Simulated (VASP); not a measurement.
# NbSi15O32 (a cell with a defect) in VASP: electric field gradients with PBE

Aim: the electric field gradients of NbSi15O32 (a cell with a defect) with PBE.

Everything below comes from runs of VASP 6.6.1. Logs are shortened: lines on timing, memory, paths and dates and some standing lists are left out, and cuts for length are marked.

## 1. The cell of the first run

The cell holds a defect, 48 atoms: a = 9.906 Å, b = 9.906 Å, c = 9.906 Å, α = 119.61°, β = 119.61°, γ = 90.68°.

## 2. Electric field gradients, PBE

Contents of INCAR:

```
SYSTEM = NbSi15O32
PREC = Accurate
ENCUT = 520
EDIFF = 1E-8
ISMEAR = -1
SIGMA = 0.01
LREAL = Auto
LASPH = .True.
NELM = 100
ALGO = Normal
ISIF = 2
LWAVE = .False.
LCHARG = .False.
GGA = PE
LEFG = .True.
NELECT = 264.0
NBANDS = 162
```

Contents of KPOINTS:

```
regular mesh
0
Gamma
  3 3 3
  0 0 0
```

Contents of POSCAR:

```
NbSi15O32
1.0
   -4.9820000000      4.9820000000      6.9630000000
    4.9820000000     -4.9820000000      6.9630000000
    4.9820000000      4.9820000000     -6.9630000000
Nb Si O
1 15 32
Direct
    0.1494850000      0.1494850000      0.2989700000
    0.6494850000      0.6494850000      0.2989700000
    0.6494850000      0.1494850000      0.7989700000
    0.1494850000      0.6494850000      0.7989700000
    0.5244850000      0.2255150000      0.5000000000
    0.0244850000      0.7255150000      0.5000000000
    0.0244850000      0.2255150000      0.0000000000
    0.5244850000      0.7255150000      0.0000000000
    0.6005150000      0.6005150000      0.7010300000
    0.1005150000      0.1005150000      0.7010300000
    0.1005150000      0.6005150000      0.2010300000
    0.6005150000      0.1005150000      0.2010300000
    0.4755150000      0.7744850000      0.5000000000
    0.9755150000      0.2744850000      0.5000000000
    0.9755150000      0.7744850000      0.0000000000
    0.4755150000      0.2744850000      0.0000000000
    0.1408000000      0.2090100000      0.1716800000
    0.6408000000      0.7090100000      0.1716800000
    0.6408000000      0.2090100000      0.6716800000
    0.1408000000      0.7090100000      0.6716800000
    0.5840100000      0.4123300000      0.5682100000
    0.0840100000      0.9123300000      0.5682100000
    0.0840100000      0.4123300000      0.0682100000
    0.5840100000      0.9123300000      0.0682100000
    0.7873300000      0.7191200000      0.8283200000
    0.2873300000      0.2191200000      0.8283200000
    0.2873300000      0.7191200000      0.3283200000
    0.7873300000      0.2191200000      0.3283200000
    0.5941200000      0.7658000000      0.4317900000
    0.0941200000      0.2658000000      0.4317900000
    0.0941200000      0.7658000000      0.9317900000
    0.5941200000      0.2658000000      0.9317900000
    0.4842000000      0.6558800000      0.5682100000
    0.9842000000      0.1558800000      0.5682100000
    0.9842000000      0.6558800000      0.0682100000
    0.4842000000      0.1558800000      0.0682100000
    0.5409900000      0.6092000000      0.8283200000
    0.0409900000      0.1092000000      0.8283200000
    0.0409900000      0.6092000000      0.3283200000
    0.5409900000      0.1092000000      0.3283200000
    0.3376700000      0.1659900000      0.4317900000
    0.8376700000      0.6659900000      0.4317900000
    0.8376700000      0.1659900000      0.9317900000
    0.3376700000      0.6659900000      0.9317900000
    0.5308800000      0.4626700000      0.1716800000
    0.0308800000      0.9626700000      0.1716800000
    0.0308800000      0.4626700000      0.6716800000
    0.5308800000      0.9626700000      0.6716800000
```

Potentials or basis: VASP PAW PBE potentials, release 64 (Nb_sv, Si, O).

Launch:

```console
> cat potpaw_PBE.64/Nb_sv/POTCAR potpaw_PBE.64/Si/POTCAR potpaw_PBE.64/O/POTCAR > POTCAR
> mpirun -np 1 vasp_std > vasp.out
```

OUTCAR:

```text
SYSTEM = NbSi15O32
   PREC = Accurate
   ENCUT = 520
   EDIFF = 1E-8
   ISMEAR = -1
   LREAL = Auto
   LASPH = .True.
   NELM = 100
   ISIF = 2
   GGA = PE
   NELECT = 264.0

 ion  position               nearest neighbor table
   1  0.149  0.149  0.299-  46 1.60  17 1.60  41 1.61  30 1.61   7 3.08  15 3.08   5 3.08  14 3.08

   2  0.649  0.649  0.299-  45 1.60  18 1.60  42 1.61  29 1.61   8 3.08  16 3.08   6 3.08  13 3.08

   3  0.649  0.149  0.799-  48 1.60  19 1.60  43 1.61  32 1.61   5 3.08  13 3.08   7 3.08  16 3.08
[... 57 lines left out ...]
  47  0.031  0.463  0.672-   4 1.60  14 1.61
  48  0.531  0.963  0.672-   3 1.60  13 1.61

  LATTYP: Found a body centered tetragonal cell.
 ALAT       =     9.9640000000
 C/A-ratio  =     1.3976314733

  Lattice vectors:

 A1 = (  -4.9820000000,   4.9820000000,   6.9630000000)
 A2 = (   4.9820000000,  -4.9820000000,   6.9630000000)
 A3 = (   4.9820000000,   4.9820000000,  -6.9630000000)

Analysis of symmetry for initial positions (statically):
=====================================================================
 Subroutine PRICEL returns:
 Original cell was already a primitive cell.

 Routine SETGRP: Setting up the symmetry group for a
 body centered tetragonal supercell.

 Subroutine GETGRP returns: Found  2 space group operations
 (whereof  2 operations were pure point group operations)
 out of a pool of 16 trial point group operations.

The static configuration has the point symmetry C_2 .

Analysis of symmetry for dynamics (positions and initial velocities):
=====================================================================
 Subroutine PRICEL returns:
 Original cell was already a primitive cell.

 Routine SETGRP: Setting up the symmetry group for a
 body centered tetragonal supercell.

 Subroutine GETGRP returns: Found  2 space group operations
 (whereof  2 operations were pure point group operations)
 out of a pool of 16 trial point group operations.

The dynamic configuration has the point symmetry C_2 .

 Subroutine INISYM returns: Found  2 space group operations
 (whereof  2 operations are pure point group operations),
 and found     1 'primitive' translations

----------------------------------------------------------------------------------------

                                     Primitive cell

  volume of cell :     691.2957

  direct lattice vectors                    reciprocal lattice vectors
    -4.982000000  4.982000000  6.963000000     0.000000000  0.100361301  0.071808129
     4.982000000 -4.982000000  6.963000000     0.100361301  0.000000000  0.071808129
     4.982000000  4.982000000 -6.963000000     0.100361301  0.100361301  0.000000000

  length of vectors
     9.905756761  9.905756761  9.905756761     0.123405016  0.123405016  0.141932313

  position of ions in fractional coordinates (direct lattice)
     0.149485000  0.149485000  0.298970000
     0.649485000  0.649485000  0.298970000
     0.649485000  0.149485000  0.798970000
     0.149485000  0.649485000  0.798970000
     0.524485000  0.225515000  0.500000000
     0.024485000  0.725515000  0.500000000
[... 40 lines left out ...]
     0.030880000  0.462670000  0.671680000
     0.530880000  0.962670000  0.671680000

  ion indices of the primitive-cell ions
   primitive index   ion index
                 1           1
                 2           2
                 3           3
                 4           4
                 5           5
                 6           6
[... 40 lines left out ...]
                47          47
                48          48

----------------------------------------------------------------------------------------

 KPOINTS: regular mesh

Automatic generation of k-mesh.
 Grid dimensions read from file:
 generate k-points for:    3    3    3
[... 51 lines left out ...]
   EDIFFG = 0.1E-06   stopping-criterion for IOM
   NSW    =      0    number of steps for IOM
   IBRION =     -1    ionic relax: 0-MD 1-quasi-New 2-CG
   NFREE  =      0    steps in history (QN), initial steepest desc. (CG)
   ISIF   =      2    stress and relaxation
   ISYM   =      2    0-nonsym 1-usesym 2-fastsym
   POTIM  = 0.5000    time-step for ionic-motion
   TEBEG  =    0.0;   TEEND  =   0.0 temperature during run
   PSTRESS=    0.0 pullay stress
   NELECT =     264.0000    total number of electrons
   NUPDOWN=      -1.0000    fix difference up-down
   EMIN   =  10.00;   EMAX   =-10.00  energy-range for DOS
   EFERMI =   0.00;   METHOD = LEGACY
   ISMEAR =    -1;   SIGMA  =   0.01  broadening in eV -4-tet -1-fermi 0-gaus
   EFERMI_NEDOS =   21; number of points for ismear=-14 and -15
   IALGO  =     38    algorithm
   IMIX   =      4    mixing-type and parameters
     AMIX     =   0.40;   BMIX     =  1.00
     AMIX_MAG =   1.60;   BMIX_MAG =  1.00
  volume/ion in A,a.u.               =      14.40        97.19
  Fermi-wavevector in a.u.,A,eV,Ry     =   1.187740  2.244504 19.194110  1.410727
  Thomas-Fermi vector in A             =   2.323885
   LORBIT       =      0    0 simple, 1 ext, 2 COOP (PROOUT), +10 PAW based schemes
   GGA     = PE    functional components
   LHFCALC =     F    Hartree Fock is set to
   AEXX    =    0.0000 exact exchange contribution
   IVDW    =     0    specifies the selected vdW correction
   LEPSILON=     F    determine dielectric tensor
   LRPA    =     F    only Hartree local field effects (RPA)
 non-spin polarized calculation
  energy-cutoff  :      520.00
  volume of cell :      691.30
 maximum number of plane-waves:     18666
 NGX is ok and might be reduce to    80
   NGX = 37   NGY = 37   NGZ = 37

 number of electron     264.0000000 magnetization

 Free energy of the ion-electron system (eV)
  ---------------------------------------------------
  ext. energy  EPLUGINS =         0.00000000
  ---------------------------------------------------
  free energy    TOTEN  =      -378.83431393 eV

  energy without entropy =     -378.83431393  energy(sigma->0) =     -378.83431393

 E-fermi :   0.7723     XC(G=0):  -8.4011

 val. band max:        0.4583884581   @ k =   0.0000   0.0000   0.0000
 cond. band min:       5.8880031861   @ k =   0.0000   0.0000   0.0000
 fundamental gap:      5.4296147280
 Fermi energy:         0.7723061154

 k-point     1 :       0.0000    0.0000    0.0000
  band No.  band energies     occupation
      1     -53.6175      2.00000
      2     -31.2975      2.00000
      3     -31.1577      2.00000
      4     -31.1431      2.00000
      5     -19.2805      2.00000
      6     -18.8175      2.00000
[... 1459 lines left out ...]
    143       8.4285      0.00000
    144       9.2204      0.00000
 [bands above 144 left out]

------------------------ aborting loop because EDIFF is reached ----------------------------------------

  FORCE on cell =-STRESS in cart. coord.  units (eV):
  Direction    XX          YY          ZZ          XY          YZ          ZX
  --------------------------------------------------------------------------------------
  -------------------------------------------------------------------------------------
  Total       55.6117441     55.6117441     59.6315419     -0.0081215      0.6037804     -0.6037844
  in kB      128.8882317    128.8882317    138.2046924     -0.0188227      1.3993481     -1.3993574
  external PRESSURE =     131.9937186 kB  Pullay stress =       0.0000000 kB

 VOLUME and BASIS-vectors are now :
 -----------------------------------------------------------------------------
  energy-cutoff  :      520.00
  volume of cell :      691.30
      direct lattice vectors                 reciprocal lattice vectors
    -4.982000000  4.982000000  6.963000000     0.000000000  0.100361301  0.071808129
     4.982000000 -4.982000000  6.963000000     0.100361301  0.000000000  0.071808129
     4.982000000  4.982000000 -6.963000000     0.100361301  0.100361301  0.000000000

 POSITION                                       TOTAL-FORCE (eV/Angst)
 -----------------------------------------------------------------------------------
      1.48947      1.48947      0.00000         0.257106      0.257106      0.000000
      1.48947      1.48947      6.96300         0.108597      0.108597      0.000000
      1.48947      6.47147      0.00000         0.255013     -0.104059     -0.437433
      6.47147      1.48947      0.00000        -0.104059      0.255013      0.437433
      1.00153      3.98047      1.74075        -0.609743      2.330657      1.776847
      5.98353     -1.00153      1.74075        -0.050420     -0.052576     -0.165974
[... 40 lines left out ...]
      5.49749      1.19513     -1.24032        -0.196670     -0.079195     -0.415604
      5.49749      1.19513      5.72268         0.205245     -0.069307     -0.263416
 -----------------------------------------------------------------------------------
    total drift:                               -0.001908     -0.001899      0.000001

  FREE ENERGIE OF THE ION-ELECTRON SYSTEM (eV)
  ---------------------------------------------------
  free  energy   TOTEN  =      -378.8343139317 eV

  energy  without entropy=     -378.8343139317  energy(sigma->0) =     -378.83431393

 Electric field gradients (V/A^2)
---------------------------------------------------------------------
 ion       V_xx      V_yy      V_zz      V_xy      V_xz      V_yz
---------------------------------------------------------------------
   1       5.397     5.397   -10.794     0.678    -5.222     5.222
   2       0.676     0.676    -1.352    -0.034     1.603    -1.603
   3      -1.507     3.085    -1.578    -0.405     1.142    -0.705
   4       3.086    -1.508    -1.578    -0.405     0.705    -1.141
   5      -1.254     4.153    -2.898    -1.552     1.328     7.396
   6       1.240     0.429    -1.668     0.229     1.751     0.877
[... 40 lines left out ...]
  47      47.906   -48.720     0.814    16.629    54.710    12.897
  48      41.310   -44.569     3.259    17.380    58.081    13.114
---------------------------------------------------------------------

 Electric field gradients after diagonalization (V/A^2)
 (convention: |V_zz| > |V_xx| > |V_yy|)
----------------------------------------------------------------------
 ion       V_xx      V_yy      V_zz     asymmetry (V_yy - V_xx)/ V_zz
----------------------------------------------------------------------
   1       7.672     6.075   -13.747       0.116
   2       2.169     0.642    -2.811       0.543
   3      -2.694    -0.567     3.261       0.652
   4      -2.694    -0.567     3.261       0.652
   5      -8.123    -0.735     8.858       0.834
   6       2.257     0.395    -2.652       0.702
[... 40 lines left out ...]
  47     -52.113   -35.049    87.162       0.196
  48     -48.189   -38.815    87.004       0.108
----------------------------------------------------------------------

           NMR quadrupolar parameters

 Cq : quadrupolar parameter    Cq=e*Q*V_zz/h
 eta: asymmetry parameters     (V_yy - V_xx)/ V_zz
 Q  : nuclear electric quadrupole moment in mb (millibarn)
----------------------------------------------------------------------
 ion       Cq(MHz)       eta       Q (mb)
----------------------------------------------------------------------
   1      -0.033       0.116       1.000
   2      -0.007       0.543       1.000
   3       0.008       0.652       1.000
   4       0.008       0.652       1.000
   5       0.021       0.834       1.000
   6      -0.006       0.702       1.000
[... 40 lines left out ...]
  47       0.211       0.196       1.000
  48       0.210       0.108       1.000
----------------------------------------------------------------------
```

It took 2.4 h on 1 thread of AMD EPYC, shared host; peak memory 1.4 GiB.

Results:

- Free energy: -378.8343 eV
- Largest force: 14.744 eV/Å
- Largest electric field gradient by atom: Nb -13.7; Si -2.8, +3.3, +8.9, -2.7, +6.7, -3.2, -3.8, -2.6, -4.5 (each value once); O +40.2, +87.5, +87.2, +87.0, +86.5, +87.4, +86.9, +89.2, +88.7, +87.3, +41.8, +89.7 (each value once) V/Å²

Forces in eV/Å, atoms in the order of the input:
```
Nb    0.257   0.257   0.000
Si    0.109   0.109   0.000
Si    0.255  -0.104  -0.437
Si   -0.104   0.255   0.437
Si   -0.610   2.331   1.777
Si   -0.050  -0.053  -0.166
Si   -0.564  -2.379   1.529
Si   -0.010   0.338  -0.137
Si    0.303  -0.360   0.062
Si   -0.360   0.303  -0.062
Si    0.134   0.134   0.000
Si   -0.520  -0.520   0.000
Si   -0.053  -0.050   0.166
Si    2.331  -0.610  -1.777
Si   -2.379  -0.564  -1.529
Si    0.338  -0.010   0.137
O    -2.819  -8.604  11.637
O    -0.098   0.001   0.475
O    -0.079  -0.197   0.416
O    -0.069   0.205   0.263
O    -0.370  -0.275  -0.111
O     0.027  -0.154   0.541
O    -0.297   0.148   0.050
O     0.032  -0.037   0.507
O     0.301   0.248   0.686
O     0.018  -0.328   0.347
O     0.102  -0.273   0.349
O    -0.101   0.357   0.796
O     0.205   0.065   0.326
O    13.600  -1.680  -3.865
O     0.935   0.042   0.244
O    -0.076   0.094   0.496
O    -0.154   0.027  -0.541
O    -0.275  -0.370   0.111
O     0.148  -0.297  -0.050
O    -0.037   0.032  -0.507
O    -0.328   0.018  -0.347
O     0.248   0.301  -0.686
O    -0.273   0.102  -0.349
O     0.357  -0.101  -0.796
O    -1.680  13.600   3.865
O     0.065   0.205  -0.326
O     0.042   0.935  -0.244
O     0.094  -0.076  -0.496
O     0.001  -0.098  -0.475
O    -8.604  -2.819 -11.637
O    -0.197  -0.079  -0.416
O     0.205  -0.069  -0.263
```

Levels at points of the mesh, in eV from the Fermi level:
```tsv
k point	band 129	band 130	band 131	band 132	band 133	band 134	band 135	band 136
(0.00, 0.00, 0.00)	-0.59	-0.48	-0.47	-0.31	5.12	5.43	5.52	7.04
```

Electric field gradients, principal values (V/Å²):
| atom | least | middle | greatest (by size) |
| --- | --- | --- | --- |
| 1 Nb | 6.075 | 7.672 | -13.747 |
| 2 Si | 0.642 | 2.169 | -2.811 |
| 3 Si | -0.567 | -2.694 | 3.261 |
| 4 Si | -0.567 | -2.694 | 3.261 |
| 5 Si | -0.735 | -8.123 | 8.858 |
| 6 Si | 0.395 | 2.257 | -2.652 |
| 7 Si | -1.952 | -4.769 | 6.721 |
| 8 Si | 0.761 | 2.422 | -3.182 |
| 9 Si | 1.158 | 2.614 | -3.772 |
| 10 Si | 1.158 | 2.614 | -3.772 |
| 11 Si | 0.715 | 1.847 | -2.563 |
| 12 Si | 1.330 | 3.167 | -4.497 |
| 13 Si | 0.395 | 2.256 | -2.652 |
| 14 Si | -0.735 | -8.122 | 8.857 |
| 15 Si | -1.952 | -4.769 | 6.722 |
| 16 Si | 0.761 | 2.421 | -3.182 |
| 17 O | -18.329 | -21.864 | 40.192 |
| 18 O | -37.233 | -50.232 | 87.465 |
| 19 O | -35.047 | -52.113 | 87.160 |
| 20 O | -38.813 | -48.188 | 87.002 |
| 21 O | -35.542 | -50.965 | 86.508 |
| 22 O | -36.216 | -51.181 | 87.397 |
| 23 O | -36.938 | -49.992 | 86.930 |
| 24 O | -36.640 | -50.758 | 87.398 |
| 25 O | -39.714 | -49.533 | 89.247 |
| 26 O | -35.972 | -50.892 | 86.864 |
| 27 O | -36.289 | -50.609 | 86.898 |
| 28 O | -40.097 | -48.612 | 88.710 |
| 29 O | -37.436 | -49.860 | 87.295 |
| 30 O | -19.296 | -22.484 | 41.780 |
| 31 O | -36.696 | -52.968 | 89.664 |
| 32 O | -39.022 | -48.496 | 87.518 |
| 33 O | -36.214 | -51.180 | 87.393 |
| 34 O | -35.542 | -50.962 | 86.503 |
| 35 O | -36.935 | -49.991 | 86.926 |
| 36 O | -36.639 | -50.755 | 87.394 |
| 37 O | -35.971 | -50.892 | 86.862 |
| 38 O | -39.713 | -49.532 | 89.245 |
| 39 O | -36.287 | -50.609 | 86.896 |
| 40 O | -40.096 | -48.612 | 88.708 |
| 41 O | -19.296 | -22.486 | 41.783 |
| 42 O | -37.437 | -49.862 | 87.299 |
| 43 O | -36.698 | -52.970 | 89.668 |
| 44 O | -39.024 | -48.498 | 87.522 |
| 45 O | -37.235 | -50.233 | 87.467 |
| 46 O | -18.330 | -21.864 | 40.194 |
| 47 O | -35.049 | -52.113 | 87.162 |
| 48 O | -38.815 | -48.189 | 87.004 |

Caveat: the cell carries a net charge on a neutralising background, which shifts energy and pressure; the cell is charged against a uniform background, so pressure and absolute levels hang on convention; without QUAD_EFG the Cq values of the log hold for a quadrupole moment of 1 mb, not for the nuclei.
